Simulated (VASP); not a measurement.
# As: relaxation of cell and atoms with r2SCAN

Crystal: As.

```
CELL_PARAMETERS angstrom
2.87000 0.00000 0.00000
0.00000 2.87000 0.00000
0.00000 0.00000 2.87000
ATOMIC_POSITIONS crystal
As 0.00000 0.00000 0.00000
```

This isn't the form of As at room conditions, which is rhombohedral.

```yaml
Program: VASP 6.6.1
Task: relaxation of cell and atoms
Functional: r2SCAN
Potentials_or_basis: VASP PAW PBE potentials, release 64 (As)
Cutoff: 600 eV
k_mesh: 9 × 9 × 9
Occupations: gaussian, width 0.1 eV
Spin: no spin polarisation
Target_pressure: 10 GPa
Dipole_correction: no
Further_INCAR_settings: ALGO = Normal; EDIFF = 1e-06; IBRION = 2; EDIFFG = -0.02; NSW = 80; ISIF = 3
```

```yaml
Relaxed_volume: 17.97 Å³/atom
Relaxed_cell: a = 2.619 Å, b = 2.619 Å, c = 2.619 Å, α = 90.00°, β = 90.00°, γ = 90.00°
Space_group_after_relaxing_to_0.1_Å: Pm-3m (No. 221)
Energy_change_on_relaxing_the_run_minimises_the_enthalpy: -99.8 meV/atom
Ionic_steps: 7
Pressure_after_relaxing: 10.0 GPa
Band_gap_on_the_k_mesh: zero (an odd number of electrons rules out a gap without spin polarisation)
```

The path:
```
step  energy change (eV)  largest force (eV/Å)  pressure (GPa)  volume (Å³)
   1              0.0000                0.0000          -10.37        23.64
   2              0.4215                0.0000           48.73        14.78
   3             -0.1079                0.0000            9.03        18.11
   4             -0.1016                0.0000            9.79        18.00
   5             -0.0951                0.0000           10.55        17.90
   6             -0.1044                0.0000            9.46        18.05
   7             -0.0998                0.0000           10.01        17.97
```

Final structure:
```cif
data_structure
_symmetry_space_group_name_H-M 'P 1'
_symmetry_Int_Tables_number 1
_cell_length_a 2.6193
_cell_length_b 2.6193
_cell_length_c 2.6193
_cell_angle_alpha 90.000
_cell_angle_beta 90.000
_cell_angle_gamma 90.000
_cell_volume 17.97
loop_
_atom_site_label
_atom_site_type_symbol
_atom_site_fract_x
_atom_site_fract_y
_atom_site_fract_z
_atom_site_occupancy
As1 As 0.00000 0.00000 0.00000 1
```

Levels at points of the mesh, in eV from the Fermi level:
```csv
k point,band 1,band 2,band 3,band 4,band 5,band 6
"(0.00, 0.00, 0.00)",-16.94,4.44,4.44,4.44,8.66,8.66
```

Wall time 37 s on 1 thread of Intel(R) Xeon(R) 6975P-C (Granite Rapids) (shared host), peak memory 0.15 GiB.

Caveat: the cell is relaxed towards a set pressure, so the run minimises the enthalpy, not the energy; the volume moved by over 15 % at a fixed basis, so the end points are rough; the PAW data sets were made with another functional, which shifts forces and pressure a little.
